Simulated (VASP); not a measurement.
# Al (Fm-3m) in VASP: further runs

Al is run at these levels: LDA; tasks: single point.

Program: VASP 6.6.1. These are calculated values, not measurements. Logs are shortened: lines on timing, memory, paths and dates and some standing lists are left out, and cuts for length are marked.

### Step 1. The cell of the first run

The structure is cubic, space group Fm-3m (No. 225). The conventional cell has a = 3.811 Å, b = 3.811 Å, c = 3.811 Å, α = 90.00°, β = 90.00°, γ = 90.00°. Within 3.6 Å of Al (site symmetry m-3m) lie 12 Al at 2.69 Å.

### Step 2. Single point, LDA

The input, INCAR:

```
PREC     = Accurate       # precision mode
ENCUT    = 520            # plane-wave cutoff, eV
EDIFF    = 1E-7           # SCF threshold, eV
ISMEAR   = -1             # smearing method
SIGMA    = 0.05           # smearing width, eV
LREAL    = F              # projectors in reciprocal space
LASPH    = T              # aspherical terms in the spheres
NELM     = 60             # most SCF steps
ALGO     = Normal         # electronic algorithm
ISIF     = 2              # what is computed and relaxed
LWAVE    = F              # write WAVECAR
LCHARG   = T              # write CHGCAR
GGA      = CA             # functional
LELF     = T              # ELF
LVHAR    = T            
NBANDS   = 8              # bands
```

The input, KPOINTS:

```
Automatic mesh
0
Gamma
  24 24 24
```

The input, POSCAR:

```
Al
1.0
    0.0000000000      1.9053215163      1.9053215163
    1.9053215163      0.0000000000      1.9053215163
    1.9053215163      1.9053215163      0.0000000000
Al
1
Direct
    0.0000000000      0.0000000000      0.0000000000
```

Potentials or basis: VASP PAW LDA potentials, release 64 (Al).

The run is started by

```bash
$ cat potpaw_LDA.64/Al/POTCAR > POTCAR
$ mpirun -np 1 vasp_std > vasp.out
```

OUTCAR:

```text
PREC = Accurate
   ENCUT = 520
   EDIFF = 1E-7
   ISMEAR = -1
   LREAL = F
   LASPH = T
   NELM = 60
   ISIF = 2
   GGA = CA

 ion  position               nearest neighbor table
   1  0.000  0.000  0.000-

  LATTYP: Found a face centered cubic cell.
 ALAT       =     3.8106430326

  Lattice vectors:

 A1 = (   0.0000000000,   1.9053215163,   1.9053215163)
 A2 = (   1.9053215163,   0.0000000000,   1.9053215163)
 A3 = (   1.9053215163,   1.9053215163,   0.0000000000)

Analysis of symmetry for initial positions (statically):
=====================================================================
 Subroutine PRICEL returns:
 Original cell was already a primitive cell.

 Routine SETGRP: Setting up the symmetry group for a
 face centered cubic supercell.

 Subroutine GETGRP returns: Found 48 space group operations
 (whereof 48 operations were pure point group operations)
 out of a pool of 48 trial point group operations.

The static configuration has the point symmetry O_h .

Analysis of symmetry for dynamics (positions and initial velocities):
=====================================================================
 Subroutine PRICEL returns:
 Original cell was already a primitive cell.

 Routine SETGRP: Setting up the symmetry group for a
 face centered cubic supercell.

 Subroutine GETGRP returns: Found 48 space group operations
 (whereof 48 operations were pure point group operations)
 out of a pool of 48 trial point group operations.

The dynamic configuration has the point symmetry O_h .

 Subroutine INISYM returns: Found 48 space group operations
 (whereof 48 operations are pure point group operations),
 and found     1 'primitive' translations

----------------------------------------------------------------------------------------

                                     Primitive cell

  volume of cell :      13.8336

  direct lattice vectors                    reciprocal lattice vectors
     0.000000000  1.905321516  1.905321516    -0.262422901  0.262422901  0.262422901
     1.905321516  0.000000000  1.905321516     0.262422901 -0.262422901  0.262422901
     1.905321516  1.905321516  0.000000000     0.262422901  0.262422901 -0.262422901

  length of vectors
     2.694531529  2.694531529  2.694531529     0.454529798  0.454529798  0.454529798

  position of ions in fractional coordinates (direct lattice)
     0.000000000  0.000000000  0.000000000

  ion indices of the primitive-cell ions
   primitive index   ion index
                 1           1

----------------------------------------------------------------------------------------

 KPOINTS: Automatic mesh

Automatic generation of k-mesh.
 Grid dimensions read from file:
 generate k-points for:   24   24   24

 Generating k-lattice:

  Cartesian coordinates                     Fractional coordinates (reciprocal lattice)
    -0.010934288  0.010934288  0.010934288     0.041666667  0.000000000  0.000000000
     0.010934288 -0.010934288  0.010934288     0.000000000  0.041666667  0.000000000
     0.010934288  0.010934288 -0.010934288     0.000000000  0.000000000  0.041666667

  Length of vectors
     0.018938742  0.018938742  0.018938742

  Shift w.r.t. Gamma in fractional coordinates (k-lattice)
     0.000000000  0.000000000  0.000000000

 Subroutine IBZKPT returns following result:
 ===========================================

 Found    413 irreducible k-points:

 Following reciprocal coordinates:
            Coordinates               Weight
  0.000000  0.000000  0.000000      1.000000
  0.041667  0.000000  0.000000      8.000000
  0.083333  0.000000  0.000000      8.000000
  0.125000  0.000000  0.000000      8.000000
  0.166667  0.000000  0.000000      8.000000
  0.208333  0.000000  0.000000      8.000000
[... 16 lines left out ...]
  0.416667  0.041667  0.000000     24.000000
  0.458333  0.041667  0.000000     24.000000
 [... further k-points ...]
   k-points           NKPTS =    413   k-points in BZ     NKDIM =    413   number of bands    NBANDS=      8
   number of dos      NEDOS =    301   number of ions     NIONS =      1
   total plane-waves  NPLWV =   8000
   dimension x,y,z NGX =    20 NGY =   20 NGZ =   20
   dimension x,y,z NGXF=    40 NGYF=   40 NGZF=   40
   ions per type =               1
   NGX,Y,Z   is equivalent  to a cutoff of  12.34, 12.34, 12.34 a.u.
   NGXF,Y,Z  is equivalent  to a cutoff of  24.68, 24.68, 24.68 a.u.
 SYSTEM =  unknown system
   PREC   = accura    normal or accurate (medium, high low for compatibility)
   ISTART =      0    job   : 0-new  1-cont  2-samecut
   ICHARG =      2    charge: 1-file 2-atom 10-const
   ISPIN  =      1    spin polarized calculation?
   LNONCOLLINEAR =      F non collinear calculations
   LSORBIT =      F    spin-orbit coupling
   LASPH  =      T    aspherical Exc in radial PAW
   ENCUT  =  520.0 eV  38.22 Ry    6.18 a.u.   5.01  5.01  5.01*2*pi/ulx,y,z
   NELM   =     60;   NELMIN=  2; NELMDL= -5     # of ELM steps
   EDIFF  = 0.1E-06   stopping-criterion for ELM
   LREAL  =      F    real-space projection
   EDIFFG = 0.1E-05   stopping-criterion for IOM
   NSW    =      0    number of steps for IOM
   IBRION =     -1    ionic relax: 0-MD 1-quasi-New 2-CG
   NFREE  =      0    steps in history (QN), initial steepest desc. (CG)
   ISIF   =      2    stress and relaxation
   ISYM   =      2    0-nonsym 1-usesym 2-fastsym
   POTIM  = 0.5000    time-step for ionic-motion
   TEBEG  =    0.0;   TEEND  =   0.0 temperature during run
   PSTRESS=    0.0 pullay stress
   NELECT =       3.0000    total number of electrons
   NUPDOWN=      -1.0000    fix difference up-down
   EMIN   =  10.00;   EMAX   =-10.00  energy-range for DOS
   EFERMI =   0.00;   METHOD = LEGACY
   ISMEAR =    -1;   SIGMA  =   0.05  broadening in eV -4-tet -1-fermi 0-gaus
   EFERMI_NEDOS =   21; number of points for ismear=-14 and -15
   IALGO  =     38    algorithm
   IMIX   =      4    mixing-type and parameters
     AMIX     =   0.40;   BMIX     =  1.00
     AMIX_MAG =   1.60;   BMIX_MAG =  1.00
  volume/ion in A,a.u.               =      13.83        93.35
  Fermi-wavevector in a.u.,A,eV,Ry     =   0.983566  1.858671 13.162313  0.967403
  Thomas-Fermi vector in A             =   2.114734
   LORBIT       =      0    0 simple, 1 ext, 2 COOP (PROOUT), +10 PAW based schemes
   GGA     = CA    functional components
   LHFCALC =     F    Hartree Fock is set to
   AEXX    =    0.0000 exact exchange contribution
   IVDW    =     0    specifies the selected vdW correction
   LEPSILON=     F    determine dielectric tensor
   LRPA    =     F    only Hartree local field effects (RPA)
 non-spin polarized calculation
  energy-cutoff  :      520.00
  volume of cell :       13.83
 maximum number of plane-waves:       388
   NGX =  9   NGY =  9   NGZ =  9

 number of electron       3.0000000 magnetization

 Free energy of the ion-electron system (eV)
  ---------------------------------------------------
  ext. energy  EPLUGINS =         0.00000000
  ---------------------------------------------------
  free energy    TOTEN  =        -4.10954803 eV

  energy without entropy =       -4.10703481  energy(sigma->0) =       -4.10829142

 E-fermi :   9.7617     XC(G=0): -11.0122

 val. band max:        9.7441588411   @ k =  -0.2500   0.2917   0.1250
 cond. band min:       9.7704588787   @ k =  -0.3750   0.4167   0.2083
 fundamental gap:      0.0263000376
 Fermi energy:         9.7617112658

 k-point     1 :       0.0000    0.0000    0.0000
  band No.  band energies     occupation
      1      -2.6208      2.00000
      2      23.3174      0.00000
      3      23.3174      0.00000
      4      23.3174      0.00000
      5      26.0964      0.00000
      6      26.0964      0.00000
      7      26.0964      0.00000
      8      27.6988      0.00000

 k-point     2 :       0.0417    0.0000    0.0000
  band No.  band energies     occupation
      1      -2.5680      2.00000
      2      22.3965      0.00000
      3      23.1965      0.00000
      4      23.1965      0.00000
      5      26.3023      0.00000
      6      26.3023      0.00000
      7      26.3901      0.00000
      8      28.2896      0.00000

 k-point     3 :       0.0833    0.0000    0.0000
  band No.  band energies     occupation
      1      -2.4094      2.00000
      2      20.6995      0.00000
      3      22.9142      0.00000
      4      22.9142      0.00000
      5      26.4504      0.00000
      6      26.8373      0.00000
      7      26.8373      0.00000
      8      29.8258      0.00000

 k-point     4 :       0.1250    0.0000    0.0000
  band No.  band energies     occupation
      1      -2.1456      2.00000
      2      18.8713      0.00000
      3      22.5892      0.00000
      4      22.5892      0.00000
      5      26.3122      0.00000
      6      27.5616      0.00000
      7      27.5616      0.00000
      8      29.0167      0.00000

 k-point     5 :       0.1667    0.0000    0.0000
  band No.  band energies     occupation
      1      -1.7774      2.00000
      2      17.0442      0.00000
      3      22.2871      0.00000
      4      22.2871      0.00000
      5      26.1227      0.00000
      6      27.8615      0.00000
      7      27.8615      0.00000
      8      28.6650      0.00000
[... 177 lines left out ...]
 k-point    22 :       0.3750    0.0417    0.0000
  band No.  band energies     occupation
      1       1.3314      2.00000
      2       9.3314      1.99963
      3      20.8416      0.00000
      4      21.9296      0.00000
      5      23.1451      0.00000
      6      25.1897      0.00000
      7      26.3945      0.00000
      8      29.0921      0.00000

 k-point    23 :       0.4167    0.0417    0.0000
  band No.  band energies     occupation
      1       2.2633      2.00000
      2       7.8908      2.00000
      3      20.9403      0.00000
      4      21.7716      0.00000
      5      22.8224      0.00000
      6      24.6118      0.00000
      7      26.5190      0.00000
      8      28.4843      0.00000

 k-point    24 :       0.4583    0.0417    0.0000
  band No.  band energies     occupation
      1       3.2820      2.00000
      2       6.5426      2.00000
      3      21.1199      0.00000
      4      21.4780      0.00000
      5      22.8059      0.00000
      6      24.1204      0.00000
      7      26.6940      0.00000
      8      27.9861      0.00000

 [... further k-points ...]

------------------------ aborting loop because EDIFF is reached ----------------------------------------

  FORCE on cell =-STRESS in cart. coord.  units (eV):
  Direction    XX          YY          ZZ          XY          YZ          ZX
  --------------------------------------------------------------------------------------
  -------------------------------------------------------------------------------------
  Total        1.3121584      1.3121584      1.3121584     -0.0000000     -0.0000000     -0.0000000
  in kB      151.9714649    151.9714649    151.9714649     -0.0000000     -0.0000000     -0.0000000
  external PRESSURE =     151.9714649 kB  Pullay stress =       0.0000000 kB

 VOLUME and BASIS-vectors are now :
 -----------------------------------------------------------------------------
  energy-cutoff  :      520.00
  volume of cell :       13.83
      direct lattice vectors                 reciprocal lattice vectors
     0.000000000  1.905321516  1.905321516    -0.262422901  0.262422901  0.262422901
     1.905321516  0.000000000  1.905321516     0.262422901 -0.262422901  0.262422901
     1.905321516  1.905321516  0.000000000     0.262422901  0.262422901 -0.262422901

 POSITION                                       TOTAL-FORCE (eV/Angst)
 -----------------------------------------------------------------------------------
      0.00000      0.00000      0.00000         0.000000      0.000000      0.000000
 -----------------------------------------------------------------------------------
    total drift:                                0.000000      0.000000     -0.000000

  FREE ENERGIE OF THE ION-ELECTRON SYSTEM (eV)
  ---------------------------------------------------
  free  energy   TOTEN  =        -4.1095480302 eV

  energy  without entropy=       -4.1070348058  energy(sigma->0) =       -4.10829142
```

It took 14 s on 1 thread of Intel Xeon 6975P-C (Granite Rapids), shared host; peak memory 0.14 GiB.

Results:

* Free energy: -4.1095 eV
* Pressure: 15.2 GPa

### Step 3. Single point, LDA

This run uses another cell than the first one, of 14.34 Å³/atom, 1.037 times its volume.

The input, INCAR:

```
SYSTEM = Al
  PREC = Accurate
  ENCUT = 520
  EDIFF = 1E-6
  ISMEAR = -1
  SIGMA = 0.05
  LREAL = .FALSE.
  LASPH = .TRUE.
  NELM = 60
  ALGO = Normal
  ISIF = 2
  LWAVE = .FALSE.
  LCHARG = .FALSE.
  GGA = CA
  NBANDS = 8
```

The input, KPOINTS:

```
regular mesh
0
G
  24 24 24
  0 0 0
```

The input, POSCAR:

```
Al
1.0
    0.0000000000      1.9284623237      1.9284623237
    1.9284623237      0.0000000000      1.9284623237
    1.9284623237      1.9284623237      0.0000000000
Al
1
Direct
    0.0000000000      0.0000000000      0.0000000000
```

Potentials or basis: VASP PAW LDA potentials, release 64 (Al).

The run is started by

```bash
$ cat potpaw_LDA.64/Al/POTCAR > POTCAR
$ mpirun -np 1 vasp_std > vasp.out
```

Wall time 12 s (1 thread of Intel Xeon 6975P-C (Granite Rapids), shared host); peak memory 0.14 GiB.

The run converged. Its results:

```yaml
Free_energy: -4.1497 eV
Pressure: 10.2 GPa
```

Levels at points of the mesh, in eV from the Fermi level:
| k point | band 1 | band 2 | band 3 | band 4 | band 5 |
| --- | --- | --- | --- | --- | --- |
| (0.00, 0.00, 0.00) | -12.12 | 13.34 | 13.34 | 13.34 | 15.80 |
| (0.50, 0.00, 0.00) | -5.14 | -4.61 | 12.07 | 12.07 | 12.79 |
| (0.50, 0.50, 0.00) | -3.26 | -1.68 | 5.29 | 6.21 | 6.21 |

### Step 4. Single point, LDA

This run uses another cell than the first one, of 14.70 Å³/atom, 1.063 times its volume.

The input, INCAR:

```
SYSTEM = Al
PREC = Accurate ; ENCUT = 520
EDIFF = 1E-7 ; ISMEAR = -1
SIGMA = 0.05 ; LREAL = .False.
LASPH = .True. ; NELM = 100
ALGO = Normal ; ISIF = 2
LWAVE = .False. ; LCHARG = .False.
NBANDS = 8
```

The input, KPOINTS:

```
regular mesh
0
Gamma
  24 24 24
  0 0 0
```

The input, POSCAR:

```
Al
1.0
    0.0000000000      1.9444134793      1.9444134793
    1.9444134793      0.0000000000      1.9444134793
    1.9444134793      1.9444134793      0.0000000000
Al
1
Direct
    0.0000000000      0.0000000000      0.0000000000
```

The run is started by

```bash
$ cat potpaw_LDA.64/Al/POTCAR > POTCAR
$ mpirun -np 1 vasp_std > vasp.out
```

It took 13 s on 1 thread of Intel Xeon 6975P-C (Granite Rapids), shared host; peak memory 0.14 GiB.

The run converged. Its results:

| Item | Value |
| --- | --- |
| Free energy | -4.1690 eV |
| Pressure | 7.1 GPa |

Levels at points of the mesh, in eV from the Fermi level:
```csv
k point,band 1,band 2,band 3,band 4
"(0.00, 0.00, 0.00)",-11.94,13.19,13.19,13.19
"(0.50, 0.00, 0.00)",-5.04,-4.57,11.95,11.95
"(0.50, 0.50, 0.00)",-3.20,-1.67,5.29,6.08
```

(Part 1 of 2 ends here.)
